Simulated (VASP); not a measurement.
# SnRu4 (P4/mmm) in VASP: a series of runs

The runs below take SnRu4 through single point, with PBE.

Everything below comes from runs of VASP 6.6.1. Logs are shortened: lines on timing, memory, paths and dates and some standing lists are left out, and cuts for length are marked.

## Step 1: The cell of the first run

It takes space group P4/mmm (No. 123, tetragonal). The conventional cell has a = 4.777 Å, b = 4.777 Å, c = 4.010 Å, α = 90.00°, β = 90.00°, γ = 90.00°. Sn (site symmetry 4/mmm) has 4 Ru at 1.75 Å within 2.3 Å. Ru (site symmetry m2m) has 1 Sn at 1.75 Å and 4 Ru at 2.30 to 2.47 Å within 2.5 Å.

The cell was generated, and may not be a known phase.

## Step 2: Single point, PBE

Contents of INCAR:

```
SYSTEM = SnRu4
PREC = Accurate ; ENCUT = 560
EDIFF = 1E-6 ; ISMEAR = 0
SIGMA = 0.1 ; LREAL = .False.
LASPH = .True. ; NELM = 120
ALGO = Normal ; ISIF = 2
LWAVE = .False. ; LCHARG = .False.
GGA = PE ; NBANDS = 47
GGA_COMPAT = .False.
```

Contents of KPOINTS:

```
Automatic mesh
0
Gamma
  4 4 4
  0 0 0
```

Contents of POSCAR:

```
SnRu4
1.0
    4.7765373700      0.0000000000      0.0000000000
    0.0000000000      4.7765373700      0.0000000000
    0.0000000000      0.0000000000      4.0096163400
Sn Ru
1 4
Direct
    0.5000000000      0.5000000000      0.5000000000
    0.2412085800      0.2412085800      0.5000000000
    0.7587914200      0.7587914200      0.5000000000
    0.2412085800      0.7587914200      0.5000000000
    0.7587914200      0.2412085800      0.5000000000
```

Potentials or basis: VASP PAW PBE potentials, release 64 (Sn_d, Ru_sv).

The run is started by

```console
$ cat potpaw_PBE.64/Sn_d/POTCAR potpaw_PBE.64/Ru_sv/POTCAR > POTCAR
$ mpirun -np 1 vasp_std > vasp.out
```

OUTCAR:

```text
SYSTEM = SnRu4
   PREC = Accurate
   ENCUT = 560
   EDIFF = 1E-6
   ISMEAR = 0
   LREAL = .False.
   LASPH = .True.
   NELM = 120
   ISIF = 2
   GGA = PE

 ion  position               nearest neighbor table
   1  0.500  0.500  0.500-   2 1.75   3 1.75   4 1.75   5 1.75
   2  0.241  0.241  0.500-   1 1.75   4 2.30   5 2.30   4 2.47   5 2.47
   3  0.759  0.759  0.500-   1 1.75   4 2.30   5 2.30   5 2.47   4 2.47
   4  0.241  0.759  0.500-   1 1.75   2 2.30   3 2.30   3 2.47   2 2.47
   5  0.759  0.241  0.500-   1 1.75   2 2.30   3 2.30   3 2.47   2 2.47

  LATTYP: Found a simple tetragonal cell.
 ALAT       =     4.7765373700
 C/A-ratio  =     0.8394399602

  Lattice vectors:

 A1 = (   4.7765373700,   0.0000000000,   0.0000000000)
 A2 = (   0.0000000000,   4.7765373700,   0.0000000000)
 A3 = (   0.0000000000,   0.0000000000,   4.0096163400)

Analysis of symmetry for initial positions (statically):
=====================================================================
 Subroutine PRICEL returns:
 Original cell was already a primitive cell.

 Routine SETGRP: Setting up the symmetry group for a
 simple tetragonal supercell.

 Subroutine GETGRP returns: Found 16 space group operations
 (whereof 16 operations were pure point group operations)
 out of a pool of 16 trial point group operations.

The static configuration has the point symmetry D_4h.

Analysis of symmetry for dynamics (positions and initial velocities):
=====================================================================
 Subroutine PRICEL returns:
 Original cell was already a primitive cell.

 Routine SETGRP: Setting up the symmetry group for a
 simple tetragonal supercell.

 Subroutine GETGRP returns: Found 16 space group operations
 (whereof 16 operations were pure point group operations)
 out of a pool of 16 trial point group operations.

The dynamic configuration has the point symmetry D_4h.

 Subroutine INISYM returns: Found 16 space group operations
 (whereof 16 operations are pure point group operations),
 and found     1 'primitive' translations

----------------------------------------------------------------------------------------

                                     Primitive cell

  volume of cell :      91.4806

  direct lattice vectors                    reciprocal lattice vectors
     4.776537370  0.000000000  0.000000000     0.209356679  0.000000000  0.000000000
     0.000000000  4.776537370  0.000000000     0.000000000  0.209356679  0.000000000
     0.000000000  0.000000000  4.009616340     0.000000000  0.000000000  0.249400420

  length of vectors
     4.776537370  4.776537370  4.009616340     0.209356679  0.209356679  0.249400420

  position of ions in fractional coordinates (direct lattice)
     0.500000000  0.500000000  0.500000000
     0.241208580  0.241208580  0.500000000
     0.758791420  0.758791420  0.500000000
     0.241208580  0.758791420  0.500000000
     0.758791420  0.241208580  0.500000000

  ion indices of the primitive-cell ions
   primitive index   ion index
                 1           1
                 2           2
                 3           3
                 4           4
                 5           5

----------------------------------------------------------------------------------------

 KPOINTS: Automatic mesh

Automatic generation of k-mesh.
 Grid dimensions read from file:
 generate k-points for:    4    4    4

 Generating k-lattice:

  Cartesian coordinates                     Fractional coordinates (reciprocal lattice)
     0.052339170  0.000000000  0.000000000     0.250000000  0.000000000  0.000000000
     0.000000000  0.052339170  0.000000000     0.000000000  0.250000000  0.000000000
     0.000000000  0.000000000  0.062350105     0.000000000  0.000000000  0.250000000

  Length of vectors
     0.052339170  0.052339170  0.062350105

  Shift w.r.t. Gamma in fractional coordinates (k-lattice)
     0.000000000  0.000000000  0.000000000

 Subroutine IBZKPT returns following result:
 ===========================================

 Found     18 irreducible k-points:

 Following reciprocal coordinates:
            Coordinates               Weight
  0.000000  0.000000  0.000000      1.000000
  0.250000  0.000000  0.000000      4.000000
  0.500000  0.000000  0.000000      2.000000
  0.250000  0.250000  0.000000      4.000000
  0.500000  0.250000  0.000000      4.000000
  0.500000  0.500000  0.000000      1.000000
[... 10 lines left out ...]
  0.500000  0.250000  0.500000      4.000000
  0.500000  0.500000  0.500000      1.000000
   k-points           NKPTS =     18   k-points in BZ     NKDIM =     18   number of bands    NBANDS=     47
   number of dos      NEDOS =    301   number of ions     NIONS =      5
   total plane-waves  NPLWV =  51200
   dimension x,y,z NGX =    40 NGY =   40 NGZ =   32
   dimension x,y,z NGXF=    80 NGYF=   80 NGZF=   64
   ions per type =               1   4
   NGX,Y,Z   is equivalent  to a cutoff of  13.92, 13.92, 13.27 a.u.
   NGXF,Y,Z  is equivalent  to a cutoff of  27.84, 27.84, 26.54 a.u.
 SYSTEM =  SnRu4
   PREC   = accura    normal or accurate (medium, high low for compatibility)
   ISTART =      0    job   : 0-new  1-cont  2-samecut
   ICHARG =      2    charge: 1-file 2-atom 10-const
   ISPIN  =      1    spin polarized calculation?
   LNONCOLLINEAR =      F non collinear calculations
   LSORBIT =      F    spin-orbit coupling
   LASPH  =      T    aspherical Exc in radial PAW
   ENCUT  =  560.0 eV  41.16 Ry    6.42 a.u.   9.22  9.22  7.74*2*pi/ulx,y,z
   NELM   =    120;   NELMIN=  2; NELMDL= -5     # of ELM steps
   EDIFF  = 0.1E-05   stopping-criterion for ELM
   LREAL  =      F    real-space projection
   EDIFFG = 0.1E-04   stopping-criterion for IOM
   NSW    =      0    number of steps for IOM
   IBRION =     -1    ionic relax: 0-MD 1-quasi-New 2-CG
   NFREE  =      0    steps in history (QN), initial steepest desc. (CG)
   ISIF   =      2    stress and relaxation
   ISYM   =      2    0-nonsym 1-usesym 2-fastsym
   POTIM  = 0.5000    time-step for ionic-motion
   TEBEG  =    0.0;   TEEND  =   0.0 temperature during run
   PSTRESS=    0.0 pullay stress
   NELECT =      78.0000    total number of electrons
   NUPDOWN=      -1.0000    fix difference up-down
   EMIN   =  10.00;   EMAX   =-10.00  energy-range for DOS
   EFERMI =   0.00;   METHOD = LEGACY
   ISMEAR =     0;   SIGMA  =   0.10  broadening in eV -4-tet -1-fermi 0-gaus
   EFERMI_NEDOS =   21; number of points for ismear=-14 and -15
   IALGO  =     38    algorithm
   IMIX   =      4    mixing-type and parameters
     AMIX     =   0.40;   BMIX     =  1.00
     AMIX_MAG =   1.60;   BMIX_MAG =  1.00
  volume/ion in A,a.u.               =      18.30       123.47
  Fermi-wavevector in a.u.,A,eV,Ry     =   1.552375  2.933563 32.788246  2.409868
  Thomas-Fermi vector in A             =   2.656759
   LORBIT       =      0    0 simple, 1 ext, 2 COOP (PROOUT), +10 PAW based schemes
   GGA     = PE    functional components
   LHFCALC =     F    Hartree Fock is set to
   AEXX    =    0.0000 exact exchange contribution
   IVDW    =     0    specifies the selected vdW correction
   LEPSILON=     F    determine dielectric tensor
   LRPA    =     F    only Hartree local field effects (RPA)
 non-spin polarized calculation
 Gauss-broadening in eV      SIGMA  =   0.10
  energy-cutoff  :      560.00
  volume of cell :       91.48
 maximum number of plane-waves:      2762
 NGX is ok and might be reduce to    40
   NGX = 19   NGY = 19   NGZ = 15

 number of electron      78.0000007 magnetization

 Free energy of the ion-electron system (eV)
  ---------------------------------------------------
  ext. energy  EPLUGINS =         0.00000000
  ---------------------------------------------------
  free energy    TOTEN  =        14.96895072 eV

  energy without entropy =       15.02192759  energy(sigma->0) =       14.99543915

 E-fermi :  10.1806     XC(G=0): -11.4577

 val. band max:       10.1656890060   @ k =   0.2500   0.0000   0.0000
 cond. band min:      10.1854382117   @ k =   0.2500   0.2500   0.5000
 fundamental gap:      0.0197492057
 Fermi energy:        10.1805606918

 k-point     1 :       0.0000    0.0000    0.0000
  band No.  band energies     occupation
      1     -62.9038      2.00000
      2     -62.5456      2.00000
      3     -62.5456      2.00000
      4     -62.4543      2.00000
      5     -35.2447      2.00000
      6     -34.0619      2.00000
[... 39 lines left out ...]
     46      16.6195      0.00000
     47      16.6195      0.00000

 k-point     2 :       0.2500    0.0000    0.0000
  band No.  band energies     occupation
      1     -62.8540      2.00000
      2     -62.5979      2.00000
      3     -62.5784      2.00000
      4     -62.4210      2.00000
      5     -35.0625      2.00000
      6     -34.4712      2.00000
[... 39 lines left out ...]
     46      16.2919      0.00000
     47      16.9060      0.00000

 k-point     3 :       0.5000    0.0000    0.0000
  band No.  band energies     occupation
      1     -62.7539      2.00000
      2     -62.7005      2.00000
      3     -62.6010      2.00000
      4     -62.3979      2.00000
      5     -34.7971      2.00000
      6     -34.6302      2.00000
[... 39 lines left out ...]
     46      15.9893      0.00000
     47      17.0391      0.00000

 k-point     4 :       0.2500    0.2500    0.0000
  band No.  band energies     occupation
      1     -62.8099      2.00000
      2     -62.6525      2.00000
      3     -62.5477      2.00000
      4     -62.4433      2.00000
      5     -34.9153      2.00000
      6     -34.7052      2.00000
[... 639 lines left out ...]
     46      14.1047      0.00000
     47      14.9897      0.00000

 k-point    17 :       0.5000    0.2500    0.5000
  band No.  band energies     occupation
      1     -62.7296      2.00000
      2     -62.7044      2.00000
      3     -62.5711      2.00000
      4     -62.4496      2.00000
      5     -34.9443      2.00000
      6     -34.5631      2.00000
[... 39 lines left out ...]
     46      13.4750      0.00000
     47      13.7854      0.00000

 k-point    18 :       0.5000    0.5000    0.5000
  band No.  band energies     occupation
      1     -62.7505      2.00000
      2     -62.6067      2.00000
      3     -62.5497      2.00000
      4     -62.5497      2.00000
      5     -35.1013      2.00000
      6     -34.1588      2.00000
[... 39 lines left out ...]
     46      13.2967      0.00000
     47      14.1493      0.00000

------------------------ aborting loop because EDIFF is reached ----------------------------------------

  FORCE on cell =-STRESS in cart. coord.  units (eV):
  Direction    XX          YY          ZZ          XY          YZ          ZX
  --------------------------------------------------------------------------------------
  -------------------------------------------------------------------------------------
  Total      171.9268683    171.9268683     -2.8377982      0.0000000      0.0000000      0.0000000
  in kB     3011.0998414   3011.0998414    -49.7007469      0.0000000      0.0000000      0.0000000
  external PRESSURE =    1990.8329786 kB  Pullay stress =       0.0000000 kB

 VOLUME and BASIS-vectors are now :
 -----------------------------------------------------------------------------
  energy-cutoff  :      560.00
  volume of cell :       91.48
      direct lattice vectors                 reciprocal lattice vectors
     4.776537370  0.000000000  0.000000000     0.209356679  0.000000000  0.000000000
     0.000000000  4.776537370  0.000000000     0.000000000  0.209356679  0.000000000
     0.000000000  0.000000000  4.009616340     0.000000000  0.000000000  0.249400420

 POSITION                                       TOTAL-FORCE (eV/Angst)
 -----------------------------------------------------------------------------------
      2.38827      2.38827      2.00481         0.000000      0.000000      0.000000
      1.15214      1.15214      2.00481       -29.415557    -29.415557     -0.000000
      3.62440      3.62440      2.00481        29.415557     29.415557      0.000000
      1.15214      3.62440      2.00481       -29.415557     29.415557     -0.000000
      3.62440      1.15214      2.00481        29.415557    -29.415557      0.000000
 -----------------------------------------------------------------------------------
    total drift:                                0.000000     -0.000000      0.000000

  FREE ENERGIE OF THE ION-ELECTRON SYSTEM (eV)
  ---------------------------------------------------
  free  energy   TOTEN  =        14.9689507183 eV

  energy  without entropy=       15.0219275904  energy(sigma->0) =       14.99543915
```

Run time: 30 s. Hardware: 1 thread of Intel Xeon 6975P-C (Granite Rapids), shared host; peak memory 0.24 GiB.

What came out:

```yaml
Free_energy: 14.9690 eV
Pressure: 199.1 GPa
Largest_force: 41.600 eV/Å
Band_gap_on_the_k_mesh: zero (bands 39 and 40 overlap by 2.02 eV)
```

Forces on the atoms (eV/Å):
```
Sn    0.000   0.000   0.000
Ru  -29.416 -29.416   0.000
Ru   29.416  29.416   0.000
Ru  -29.416  29.416   0.000
Ru   29.416 -29.416   0.000
```

Caveat: the k points lie up to 0.39 Å⁻¹ apart, too coarse for converged energies and pressures of a metal; atoms lie so close that the PAW spheres overlap strongly, which falsifies energies and pressures; spin-orbit coupling is left out, which moves the levels of the heavy elements; forces of over 1 eV/Å act on the atoms, so gaps and moduli don't describe the material at rest.

## Step 3: Single point, PBE, collinear spin, ferromagnetic start

This run uses another cell than the first one, of 20.32 Å³/atom.

Contents of INCAR:

```
PREC = Accurate ; ENCUT = 500
EDIFF = 1E-6 ; ISMEAR = 0
SIGMA = 0.1 ; LREAL = False
LASPH = True ; NELM = 200
ALGO = Normal ; ISIF = 2
LWAVE = False ; LCHARG = False
ISPIN = 2 ; MAGMOM = 0 1 1 1 1
LORBIT = 11 ; LMAXMIX = 4
GGA = PE ; NBANDS = 47
GGA_COMPAT = False
```

Contents of KPOINTS:

```
Automatic mesh
0
Gamma
  4 4 6
```

Contents of POSCAR:

```
SnRu4
1.0
    6.1810363794      0.0000000000      0.0000000000
    0.0000000000      6.1810363794      0.0000000000
    0.0000000000      0.0000000000      2.6596367876
Sn Ru
1 4
Direct
    0.5000000000      0.5000000000      0.5000000000
    0.1867411012      0.1867411012      0.5000000000
    0.8132588988      0.8132588988      0.5000000000
    0.1867411012      0.8132588988      0.5000000000
    0.8132588988      0.1867411012      0.5000000000
```

Potentials or basis: VASP PAW PBE potentials, release 64 (Sn_d, Ru_pv).

The run is started by

```console
$ cat potpaw_PBE.64/Sn_d/POTCAR potpaw_PBE.64/Ru_pv/POTCAR > POTCAR
$ mpirun -np 1 vasp_std > vasp.out
```

Wall time 2.4 min (1 thread of Oxide Virtual Turin-like, shared host); peak memory 0.3 GiB.

Results (log left out):

- Free energy: -35.6361 eV
- Pressure: 0.2 GPa
- Largest force: 0.105 eV/Å
- Band gap on the k mesh: zero (filled and empty bands overlap)
- Net moment: 0.00 μB per cell
- Valence electrons inside the program's atomic spheres: Sn 12.49; Ru 12.67

Forces in eV/Å, atoms in the order of the input:
```
Sn   0.000  0.000  0.000
Ru   0.074  0.074  0.000
Ru  -0.074 -0.074  0.000
Ru   0.074 -0.074  0.000
Ru  -0.074  0.074  0.000
```

Stress tensor (GPa, compression positive):
```
 0.46  0.00  0.00
 0.00  0.46  0.00
 0.00  0.00 -0.24
```

Levels at points of the mesh, in eV from the Fermi level:
Spin up:
```csv
k point,band 31,band 32,band 33,band 34,band 35,band 36,band 37,band 38,band 39,band 40
"(0.00, 0.00, 0.00)",-1.15,-0.83,-0.83,-0.06,-0.06,0.13,0.41,0.97,0.97,1.14
"(0.50, 0.00, 0.00)",-1.43,-1.28,-1.12,-0.86,-0.80,0.80,0.86,0.88,0.97,1.11
"(0.50, 0.50, 0.00)",-2.25,-1.41,-1.09,-0.80,-0.80,-0.16,0.89,0.89,1.01,1.33
"(0.00, 0.00, 0.50)",-1.54,-1.38,-1.33,-0.50,0.88,1.42,1.42,1.99,2.27,2.43
"(0.50, 0.00, 0.50)",-1.10,-0.98,-0.98,-0.79,-0.60,1.24,1.40,1.79,2.14,2.29
"(0.50, 0.50, 0.50)",-1.73,-1.73,-0.77,-0.60,-0.60,-0.08,1.01,1.80,2.38,2.93
```
Spin down:
```csv
k point,band 31,band 32,band 33,band 34,band 35,band 36,band 37,band 38,band 39,band 40
"(0.00, 0.00, 0.00)",-1.15,-0.83,-0.83,-0.06,-0.06,0.13,0.41,0.97,0.97,1.14
"(0.50, 0.00, 0.00)",-1.43,-1.28,-1.12,-0.86,-0.80,0.80,0.86,0.88,0.97,1.11
"(0.50, 0.50, 0.00)",-2.25,-1.41,-1.09,-0.80,-0.80,-0.16,0.89,0.89,1.01,1.33
"(0.00, 0.00, 0.50)",-1.54,-1.38,-1.33,-0.50,0.88,1.42,1.42,1.99,2.27,2.43
"(0.50, 0.00, 0.50)",-1.10,-0.98,-0.98,-0.79,-0.60,1.24,1.40,1.79,2.14,2.29
"(0.50, 0.50, 0.50)",-1.73,-1.73,-0.77,-0.60,-0.60,-0.08,1.01,1.80,2.38,2.93
```

Caveat: the k points lie up to 0.39 Å⁻¹ apart, too coarse for converged energies and pressures of a metal; spin-orbit coupling is left out, which moves the levels of the heavy elements.

The gap in the log of VASP goes by the Fermi energy; the results here count the filled bands.